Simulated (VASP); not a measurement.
# Ge (Fd-3m) in VASP: notebook

The runs below take Ge through single point, with LDA.

All numbers are computed with VASP 6.6.1; they aren't measurements. Logs are shortened: lines on timing, memory, paths and dates and some standing lists are left out, and cuts for length are marked.

## (1) The cell of the first run

Symmetry: Fd-3m, No. 227, cubic system. Conventional cell: a = 5.630 Å, b = 5.630 Å, c = 5.630 Å, α = 90.00°, β = 90.00°, γ = 90.00°. Within 3.2 Å of Ge (site symmetry -43m) lie 4 Ge at 2.44 Å.

## (2) Single point, LDA

The input, INCAR:

```
SYSTEM = Ge
ALGO = Normal
EDIFF = 1E-6
ENCUT = 520
ISIF = 2
ISMEAR = 1
LASPH = .TRUE.
LCHARG = .FALSE.
LREAL = .FALSE.
LWAVE = .FALSE.
NBANDS = 21
NELM = 60
PREC = Accurate
SIGMA = 0.1
```

The input, KPOINTS:

```
k-points
0
G
  10 10 10
  0 0 0
```

The input, POSCAR:

```
Ge
1.0
    0.0000000000      2.8147752533      2.8147752533
    2.8147752533      0.0000000000      2.8147752533
    2.8147752533      2.8147752533      0.0000000000
Ge
2
Direct
    0.5000000000      0.5000000000      0.5000000000
    0.7500000000      0.7500000000      0.7500000000
```

Potentials or basis: VASP PAW LDA potentials, release 64 (Ge_d).

Run with:

```console
> cat potpaw_LDA.64/Ge_d/POTCAR > POTCAR
> mpirun -np 1 vasp_std > vasp.out
```

OUTCAR:

```text
SYSTEM = Ge
   EDIFF = 1E-6
   ENCUT = 520
   ISIF = 2
   ISMEAR = 1
   LASPH = .TRUE.
   LREAL = .FALSE.
   NELM = 60
   PREC = Accurate

 ion  position               nearest neighbor table
   1  0.500  0.500  0.500-   2 2.44   2 2.44   2 2.44   2 2.44
   2  0.750  0.750  0.750-   1 2.44   1 2.44   1 2.44   1 2.44

  LATTYP: Found a face centered cubic cell.
 ALAT       =     5.6295505066

  Lattice vectors:

 A1 = (   0.0000000000,   2.8147752533,   2.8147752533)
 A2 = (   2.8147752533,   0.0000000000,   2.8147752533)
 A3 = (   2.8147752533,   2.8147752533,   0.0000000000)

Analysis of symmetry for initial positions (statically):
=====================================================================
 Subroutine PRICEL returns:
 Original cell was already a primitive cell.

 Routine SETGRP: Setting up the symmetry group for a
 face centered cubic supercell.

 Subroutine GETGRP returns: Found 48 space group operations
 (whereof 24 operations were pure point group operations)
 out of a pool of 48 trial point group operations.

The static configuration has the point symmetry T_d .
 The point group associated with its full space group is O_h .

Analysis of symmetry for dynamics (positions and initial velocities):
=====================================================================
 Subroutine PRICEL returns:
 Original cell was already a primitive cell.

 Routine SETGRP: Setting up the symmetry group for a
 face centered cubic supercell.

 Subroutine GETGRP returns: Found 48 space group operations
 (whereof 24 operations were pure point group operations)
 out of a pool of 48 trial point group operations.

The dynamic configuration has the point symmetry T_d .
 The point group associated with its full space group is O_h .

 Subroutine INISYM returns: Found 48 space group operations
 (whereof 24 operations are pure point group operations),
 and found     1 'primitive' translations

----------------------------------------------------------------------------------------

                                     Primitive cell

  volume of cell :      44.6027

  direct lattice vectors                    reciprocal lattice vectors
     0.000000000  2.814775253  2.814775253    -0.177634076  0.177634076  0.177634076
     2.814775253  0.000000000  2.814775253     0.177634076 -0.177634076  0.177634076
     2.814775253  2.814775253  0.000000000     0.177634076  0.177634076 -0.177634076

  length of vectors
     3.980693338  3.980693338  3.980693338     0.307671244  0.307671244  0.307671244

  position of ions in fractional coordinates (direct lattice)
     0.500000000  0.500000000  0.500000000
     0.750000000  0.750000000  0.750000000

  ion indices of the primitive-cell ions
   primitive index   ion index
                 1           1
                 2           2

----------------------------------------------------------------------------------------

 KPOINTS: k-points

Automatic generation of k-mesh.
 Grid dimensions read from file:
 generate k-points for:   10   10   10

 Generating k-lattice:

  Cartesian coordinates                     Fractional coordinates (reciprocal lattice)
    -0.017763408  0.017763408  0.017763408     0.100000000  0.000000000  0.000000000
     0.017763408 -0.017763408  0.017763408     0.000000000  0.100000000  0.000000000
     0.017763408  0.017763408 -0.017763408     0.000000000  0.000000000  0.100000000

  Length of vectors
     0.030767124  0.030767124  0.030767124

  Shift w.r.t. Gamma in fractional coordinates (k-lattice)
     0.000000000  0.000000000  0.000000000

 Subroutine IBZKPT returns following result:
 ===========================================

 Found     47 irreducible k-points:

 Following reciprocal coordinates:
            Coordinates               Weight
  0.000000  0.000000  0.000000      1.000000
  0.100000  0.000000  0.000000      8.000000
  0.200000  0.000000  0.000000      8.000000
  0.300000  0.000000  0.000000      8.000000
  0.400000  0.000000  0.000000      8.000000
  0.500000  0.000000  0.000000      4.000000
[... 16 lines left out ...]
  0.300000  0.300000  0.000000      6.000000
  0.400000  0.300000  0.000000     24.000000
 [... further k-points ...]
   k-points           NKPTS =     47   k-points in BZ     NKDIM =     47   number of bands    NBANDS=     21
   number of dos      NEDOS =    301   number of ions     NIONS =      2
   total plane-waves  NPLWV =  27000
   dimension x,y,z NGX =    30 NGY =   30 NGZ =   30
   dimension x,y,z NGXF=    60 NGYF=   60 NGZF=   60
   ions per type =               2
   NGX,Y,Z   is equivalent  to a cutoff of  12.53, 12.53, 12.53 a.u.
   NGXF,Y,Z  is equivalent  to a cutoff of  25.06, 25.06, 25.06 a.u.
 SYSTEM =  Ge
   PREC   = accura    normal or accurate (medium, high low for compatibility)
   ISTART =      0    job   : 0-new  1-cont  2-samecut
   ICHARG =      2    charge: 1-file 2-atom 10-const
   ISPIN  =      1    spin polarized calculation?
   LNONCOLLINEAR =      F non collinear calculations
   LSORBIT =      F    spin-orbit coupling
   LASPH  =      T    aspherical Exc in radial PAW
   ENCUT  =  520.0 eV  38.22 Ry    6.18 a.u.   7.40  7.40  7.40*2*pi/ulx,y,z
   NELM   =     60;   NELMIN=  2; NELMDL= -5     # of ELM steps
   EDIFF  = 0.1E-05   stopping-criterion for ELM
   LREAL  =      F    real-space projection
   EDIFFG = 0.1E-04   stopping-criterion for IOM
   NSW    =      0    number of steps for IOM
   IBRION =     -1    ionic relax: 0-MD 1-quasi-New 2-CG
   NFREE  =      0    steps in history (QN), initial steepest desc. (CG)
   ISIF   =      2    stress and relaxation
   ISYM   =      2    0-nonsym 1-usesym 2-fastsym
   POTIM  = 0.5000    time-step for ionic-motion
   TEBEG  =    0.0;   TEEND  =   0.0 temperature during run
   PSTRESS=    0.0 pullay stress
   NELECT =      28.0000    total number of electrons
   NUPDOWN=      -1.0000    fix difference up-down
   EMIN   =  10.00;   EMAX   =-10.00  energy-range for DOS
   EFERMI =   0.00;   METHOD = LEGACY
   ISMEAR =     1;   SIGMA  =   0.10  broadening in eV -4-tet -1-fermi 0-gaus
   EFERMI_NEDOS =   21; number of points for ismear=-14 and -15
   IALGO  =     38    algorithm
   IMIX   =      4    mixing-type and parameters
     AMIX     =   0.40;   BMIX     =  1.00
     AMIX_MAG =   1.60;   BMIX_MAG =  1.00
  volume/ion in A,a.u.               =      22.30       150.50
  Fermi-wavevector in a.u.,A,eV,Ry     =   1.401760  2.648943 26.734526  1.964932
  Thomas-Fermi vector in A             =   2.524590
   LORBIT       =      0    0 simple, 1 ext, 2 COOP (PROOUT), +10 PAW based schemes
   GGA     = CA    functional components
   LHFCALC =     F    Hartree Fock is set to
   AEXX    =    0.0000 exact exchange contribution
   IVDW    =     0    specifies the selected vdW correction
   LEPSILON=     F    determine dielectric tensor
   LRPA    =     F    only Hartree local field effects (RPA)
 non-spin polarized calculation
 Methfessel and Paxton  Order N= 1 SIGMA  =   0.10
  energy-cutoff  :      520.00
  volume of cell :       44.60
 maximum number of plane-waves:      1243
 NGX is ok and might be reduce to    30
   NGX = 15   NGY = 15   NGZ = 15

 number of electron      28.0000032 magnetization

 Free energy of the ion-electron system (eV)
  ---------------------------------------------------
  ext. energy  EPLUGINS =         0.00000000
  ---------------------------------------------------
  free energy    TOTEN  =       -10.38856171 eV

  energy without entropy =      -10.38857611  energy(sigma->0) =      -10.38856651

 E-fermi :   4.9051     XC(G=0): -10.3590

 val. band max:        4.8716799134   @ k =   0.0000   0.0000   0.0000
 cond. band min:       4.9836248411   @ k =   0.5000   0.0000   0.0000
 fundamental gap:      0.1119449277
 Fermi energy:         4.9051380347

 k-point     1 :       0.0000    0.0000    0.0000
  band No.  band energies     occupation
      1     -20.0896      2.00000
      2     -20.0896      2.00000
      3     -20.0896      2.00000
      4     -20.0517      2.00000
      5     -20.0517      2.00000
      6     -19.8328      2.00000
[... 13 lines left out ...]
     20      14.4624      0.00000
     21      14.4624      0.00000

 k-point     2 :       0.1000    0.0000    0.0000
  band No.  band energies     occupation
      1     -20.0956      2.00000
      2     -20.0956      2.00000
      3     -20.0879      2.00000
      4     -20.0434      2.00000
      5     -20.0434      2.00000
      6     -19.8418      2.00000
[... 13 lines left out ...]
     20      13.6890      0.00000
     21      13.6890      0.00000

 k-point     3 :       0.2000    0.0000    0.0000
  band No.  band energies     occupation
      1     -20.1048      2.00000
      2     -20.1048      2.00000
      3     -20.0834      2.00000
      4     -20.0287      2.00000
      5     -20.0287      2.00000
      6     -19.8541      2.00000
[... 13 lines left out ...]
     20      13.1653      0.00000
     21      13.1653      0.00000

 k-point     4 :       0.3000    0.0000    0.0000
  band No.  band energies     occupation
      1     -20.1112      2.00000
      2     -20.1112      2.00000
      3     -20.0777      2.00000
      4     -20.0165      2.00000
      5     -20.0165      2.00000
      6     -19.8630      2.00000
[... 13 lines left out ...]
     20      13.5444      0.00000
     21      13.5444      0.00000

 k-point     5 :       0.4000    0.0000    0.0000
  band No.  band energies     occupation
      1     -20.1142      2.00000
      2     -20.1142      2.00000
      3     -20.0731      2.00000
      4     -20.0100      2.00000
      5     -20.0100      2.00000
      6     -19.8671      2.00000
[... 13 lines left out ...]
     20      14.7910      0.00000
     21      14.7910      0.00000
[... 382 lines left out ...]
     20      14.1716      0.00000
     21      16.2252      0.00000

 k-point    22 :      -0.2000    0.2000    0.0000
  band No.  band energies     occupation
      1     -20.1203      2.00000
      2     -20.1198      2.00000
      3     -20.0614      2.00000
      4     -20.0179      2.00000
      5     -19.9936      2.00000
      6     -19.8889      2.00000
[... 13 lines left out ...]
     20      14.6560      0.00000
     21      15.2855      0.00000

 k-point    23 :       0.3000    0.3000    0.0000
  band No.  band energies     occupation
      1     -20.1137      2.00000
      2     -20.1137      2.00000
      3     -20.0903      2.00000
      4     -20.0017      2.00000
      5     -19.9583      2.00000
      6     -19.9470      2.00000
[... 13 lines left out ...]
     20      15.9981      0.00000
     21      16.0080      0.00000

 k-point    24 :       0.4000    0.3000    0.0000
  band No.  band energies     occupation
      1     -20.1245      2.00000
      2     -20.1185      2.00000
      3     -20.0731      2.00000
      4     -19.9859      2.00000
      5     -19.9653      2.00000
      6     -19.9404      2.00000
[... 13 lines left out ...]
     20      16.4707      0.00000
     21      16.7423      0.00000

 [... further k-points ...]
[... 5 lines left out ...]
  --------------------------------------------------------------------------------------
  -------------------------------------------------------------------------------------
  Total       -0.0221864     -0.0221864     -0.0221864      0.0000000      0.0000000      0.0000000
  in kB       -0.7969613     -0.7969613     -0.7969613      0.0000000      0.0000000      0.0000000
  external PRESSURE =      -0.7969613 kB  Pullay stress =       0.0000000 kB

 VOLUME and BASIS-vectors are now :
 -----------------------------------------------------------------------------
  energy-cutoff  :      520.00
  volume of cell :       44.60
      direct lattice vectors                 reciprocal lattice vectors
     0.000000000  2.814775253  2.814775253    -0.177634076  0.177634076  0.177634076
     2.814775253  0.000000000  2.814775253     0.177634076 -0.177634076  0.177634076
     2.814775253  2.814775253  0.000000000     0.177634076  0.177634076 -0.177634076

 POSITION                                       TOTAL-FORCE (eV/Angst)
 -----------------------------------------------------------------------------------
      2.81478      2.81478      2.81478        -0.000000      0.000000     -0.000000
      4.22216      4.22216      4.22216         0.000000     -0.000000      0.000000
 -----------------------------------------------------------------------------------
    total drift:                                0.000000     -0.000000     -0.000000

  FREE ENERGIE OF THE ION-ELECTRON SYSTEM (eV)
  ---------------------------------------------------
  free  energy   TOTEN  =       -10.3885617095 eV

  energy  without entropy=      -10.3885761134  energy(sigma->0) =      -10.38856651
```

It took 50 s on 1 thread of Intel Xeon 8259CL, shared host; peak memory 0.16 GiB.

What came out:

| Property | Result |
| --- | --- |
| Free energy | -10.3886 eV |
| Pressure | -0.1 GPa |
| Band gap on the k mesh | zero (filled and empty bands touch) |

Levels at points of the mesh, in eV from the Fermi level:
```
           k point  band 10  band 11  band 12  band 13  band 14  band 15  band 16  band 17  band 18  band 19
(0.00, 0.00, 0.00)   -24.72   -12.95    -0.04    -0.03    -0.03    -0.03     2.50     2.50     2.50     6.21
(0.50, 0.00, 0.00)   -24.70   -10.83    -7.74    -1.46    -1.46     0.08     3.69     3.69     6.94    10.46
(0.50, 0.50, 0.00)   -24.68    -9.01    -9.01    -3.16    -3.16     0.61     0.61     9.50     9.50    11.55
```

Caveat: semilocal functionals underestimate gaps, so a narrow gap can read as zero.

## (3) Single point, LDA

The input, INCAR:

```
SYSTEM = Ge
PREC     = Accurate       ! precision mode
ENCUT    = 520            ! plane-wave cutoff, eV
EDIFF    = 1E-6           ! SCF threshold, eV
ISMEAR   = 1              ! smearing method
SIGMA    = 0.2            ! smearing width, eV
LREAL    = .False.        ! projectors in reciprocal space
LASPH    = .True.         ! aspherical terms in the spheres
NELM     = 100            ! most SCF steps
ALGO     = Normal         ! electronic algorithm
ISIF     = 2              ! what is computed and relaxed
LWAVE    = .False.        ! write WAVECAR
LCHARG   = .False.        ! write CHGCAR
NBANDS   = 21             ! bands
```

The input, KPOINTS:

```
Automatic mesh
0
Gamma
  10 10 10
  0 0 0
```

POSCAR is that of step 2.

Potentials or basis: VASP PAW LDA potentials, release 64 (Ge_d).

Run with:

```console
> cat potpaw_LDA.64/Ge_d/POTCAR > POTCAR
> mpirun -np 1 vasp_std > vasp.out
```

OUTCAR:

```text
SYSTEM = Ge
   PREC = Accurate
   ENCUT = 520
   EDIFF = 1E-6
   ISMEAR = 1
   LREAL = .False.
   LASPH = .True.
   NELM = 100
   ISIF = 2

 ion  position               nearest neighbor table
   1  0.500  0.500  0.500-   2 2.44   2 2.44   2 2.44   2 2.44
   2  0.750  0.750  0.750-   1 2.44   1 2.44   1 2.44   1 2.44

  LATTYP: Found a face centered cubic cell.
 ALAT       =     5.6295505066

  Lattice vectors:

 A1 = (   0.0000000000,   2.8147752533,   2.8147752533)
 A2 = (   2.8147752533,   0.0000000000,   2.8147752533)
 A3 = (   2.8147752533,   2.8147752533,   0.0000000000)

Analysis of symmetry for initial positions (statically):
=====================================================================
 Subroutine PRICEL returns:
 Original cell was already a primitive cell.

 Routine SETGRP: Setting up the symmetry group for a
 face centered cubic supercell.

 Subroutine GETGRP returns: Found 48 space group operations
 (whereof 24 operations were pure point group operations)
 out of a pool of 48 trial point group operations.

The static configuration has the point symmetry T_d .
 The point group associated with its full space group is O_h .

Analysis of symmetry for dynamics (positions and initial velocities):
[... 154 lines left out ...]
  ---------------------------------------------------
  ext. energy  EPLUGINS =         0.00000000
  ---------------------------------------------------
  free energy    TOTEN  =       -10.38838614 eV

  energy without entropy =      -10.38902240  energy(sigma->0) =      -10.38859823

 E-fermi :   4.8659     XC(G=0): -10.3591

 val. band max:        4.8651150968   @ k =   0.0000   0.0000   0.0000
 cond. band min:       4.8714889982   @ k =   0.0000   0.0000   0.0000
 fundamental gap:      0.0063739015
 Fermi energy:         4.8659036808

 k-point     1 :       0.0000    0.0000    0.0000
  band No.  band energies     occupation
      1     -20.0901      2.00000
      2     -20.0901      2.00000
      3     -20.0901      2.00000
      4     -20.0522      2.00000
      5     -20.0522      2.00000
      6     -19.8333      2.00000
[... 565 lines left out ...]
     20      16.4706      0.00000
     21      16.7422      0.00000

 [... further k-points ...]
[... 5 lines left out ...]
  --------------------------------------------------------------------------------------
  -------------------------------------------------------------------------------------
  Total       -0.0257198     -0.0257198     -0.0257198     -0.0000000      0.0000000      0.0000000
  in kB       -0.9238818     -0.9238818     -0.9238818     -0.0000000      0.0000000      0.0000000
  external PRESSURE =      -0.9238818 kB  Pullay stress =       0.0000000 kB

 VOLUME and BASIS-vectors are now :
 -----------------------------------------------------------------------------
  energy-cutoff  :      520.00
  volume of cell :       44.60
      direct lattice vectors                 reciprocal lattice vectors
     0.000000000  2.814775253  2.814775253    -0.177634076  0.177634076  0.177634076
     2.814775253  0.000000000  2.814775253     0.177634076 -0.177634076  0.177634076
     2.814775253  2.814775253  0.000000000     0.177634076  0.177634076 -0.177634076

 POSITION                                       TOTAL-FORCE (eV/Angst)
 -----------------------------------------------------------------------------------
      2.81478      2.81478      2.81478         0.000000      0.000000     -0.000000
      4.22216      4.22216      4.22216        -0.000000     -0.000000      0.000000
 -----------------------------------------------------------------------------------
    total drift:                                0.000000     -0.000000     -0.000000

  FREE ENERGIE OF THE ION-ELECTRON SYSTEM (eV)
  ---------------------------------------------------
  free  energy   TOTEN  =       -10.3883861392 eV

  energy  without entropy=      -10.3890223983  energy(sigma->0) =      -10.38859823
```

OSZICAR:

```text
N       E                     dE             d eps       ncg     rms          rms(c)
DAV:   1     0.193967902191E+03    0.19397E+03   -0.14587E+04  2201   0.360E+03
DAV:   2     0.178964908408E+02   -0.17607E+03   -0.17017E+03  1979   0.634E+02
DAV:   3    -0.962323243623E+01   -0.27520E+02   -0.27337E+02  2229   0.144E+02
DAV:   4    -0.105548757410E+02   -0.93164E+00   -0.93110E+00  2239   0.312E+01
DAV:   5    -0.105697570910E+02   -0.14881E-01   -0.14881E-01  2209   0.432E+00    0.335E+00
DAV:   6    -0.104485492221E+02    0.12121E+00   -0.37838E-02  2239   0.161E+00    0.192E+00
DAV:   7    -0.103876532788E+02    0.60896E-01   -0.75591E-02  2095   0.200E+00    0.141E-01
DAV:   8    -0.103883468258E+02   -0.69355E-03   -0.56443E-03  2254   0.818E-01    0.483E-02
DAV:   9    -0.103883897178E+02   -0.42892E-04   -0.84352E-05  2250   0.900E-02    0.130E-02
DAV:  10    -0.103883862045E+02    0.35133E-05   -0.85196E-06  2676   0.412E-02    0.427E-03
DAV:  11    -0.103883861392E+02    0.65319E-07   -0.85234E-07  1520   0.837E-03
   1 F= -.10388386E+02 E0= -.10388598E+02  d E =0.636259E-03
```

It took 56 s on 1 thread of Intel Xeon 8259CL, shared host; peak memory 0.16 GiB.

What came out:

| Property | Result |
| --- | --- |
| Free energy | -10.3884 eV |
| Pressure | -0.1 GPa |
| Band gap on the k mesh | zero (filled and empty bands touch) |

Caveat: semilocal functionals underestimate gaps, so a narrow gap can read as zero.

(Continued in part 2 of 2.)
